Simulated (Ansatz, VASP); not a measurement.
Two plane-wave programs on GaSbAs2

```
Ga Sb As
1.0
     4.07795    0.00000    0.00000
     0.00000    4.07795    0.00000
     0.00000    0.00000    6.57095
Ga Sb As
1 1 2
Direct
  0.50000 0.50000 0.00000
  0.00000 0.00000 0.50000
  0.50000 0.00000 0.78798
  0.00000 0.50000 0.21202
```

Alike in both runs: functional PBEsol; k mesh 10 × 10 × 6; occupations gaussian, width 0.1 eV; no spin polarisation.

Ansatz relaxed the structure, and its values are those at the end. VASP's run is a single point on that final structure, the one shown.

|  | VASP | Ansatz |
| --- | --- | --- |
| version | VASP 6.6.1 | Ansatz 0.2.0 |
| potentials or method | VASP PAW PBE potentials, release 64 (Ga_d, Sb, As), cutoff 520 eV | scalar-relativistic, plane waves, PAW |
| valence electrons in the cell | 28 | 58 |

VASP gave:

- gap on the k mesh at the Fermi level (eV): none
- pressure (GPa): 0.2

Problem. Which values does Ansatz return?

Solution. gap on the k mesh at the Fermi level (eV): none; pressure (GPa): 0.0.

VASP's potentials were made for PBE, not for PBEsol. A gap of «none» marks a metal or a gap that the smearing closes. VASP's potentials hold 28 valence electrons a cell and Ansatz's 58, so a difference there can come from the potentials and not from the codes.

Spin-orbit coupling is off throughout.
